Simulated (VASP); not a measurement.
Here is a VASP 6.6.1 calculation.

File POSCAR:

```
PtSe2
1.0
    3.7511049350      0.0000000000      0.0000000000
   -1.8755524675      3.2485521660      0.0000000000
    0.0000000000      0.0000000000      5.3848268297
Pt Se
1 2
Direct
    0.0000000000      0.0000000000      0.0000000000
    0.3333333333      0.6666666667      0.2429452067
    0.6666666667      0.3333333333      0.7570547933
```

INCAR.step1

```
SYSTEM = PtSe2
  PREC = Accurate
  ENCUT = 600
  ISMEAR = 0
  SIGMA = 0.05
  LREAL = .FALSE.
  LASPH = .TRUE.
  NELM = 60
  GGA = PE
  ALGO = Normal
  EDIFF = 1E-4
  LWAVE = .TRUE.
  LCHARG = .FALSE.
```

File INCAR.step2:

```
SYSTEM = PtSe2
  PREC = Accurate
  ENCUT = 600
  EDIFF = 1E-7
  ISMEAR = 0
  SIGMA = 0.05
  LREAL = .FALSE.
  LASPH = .TRUE.
  NELM = 60
  ALGO = Normal
  ISIF = 4
  LWAVE = .FALSE.
  LCHARG = .FALSE.
  METAGGA = R2SCAN
  LMIXTAU = .TRUE.
  IVDW = 12
  VDW_S6 = 1.0
  VDW_S8 = 0.78981345
  VDW_A1 = 0.49484001
  VDW_A2 = 5.73083694
  IBRION = 2
  NSW = 60
  EDIFFG = -0.01
  ISTART = 1
```

Contents of KPOINTS:

```
regular mesh
0
G
  10 10 8
  0 0 0
```

Potentials or basis: VASP PAW PBE potentials, release 64 (Pt, Se).

Command:

```bash
$ cat potpaw_PBE.64/Pt/POTCAR potpaw_PBE.64/Se/POTCAR > POTCAR
$ cp INCAR.step1 INCAR
$ mpirun -np 1 vasp_std > vasp.out
$ cp INCAR.step2 INCAR
$ mpirun -np 1 vasp_std > vasp.out
```

Problem. Predict the dispersion energy per atom.

Solution. -0.207 eV.

Problem. What does it give for the band gap on the k mesh?

Solution. 0.20 eV, indirect (least direct gap 0.82 eV).

Final structure:
```xyz
3
Lattice="3.7253 0.0000 0.0000 -1.8627 3.2262 0.0000 0.0000 0.0000 5.4597" Properties=species:S:1:pos:R:3 pbc="T T T"
Pt    3.7253    0.0000    0.0000
Se    0.0000    2.1508    1.3031
Se    1.8627    1.0754    4.1566
```

Caveat: spin-orbit coupling is left out, which moves the levels of the heavy elements. A k mesh can miss the band edges.
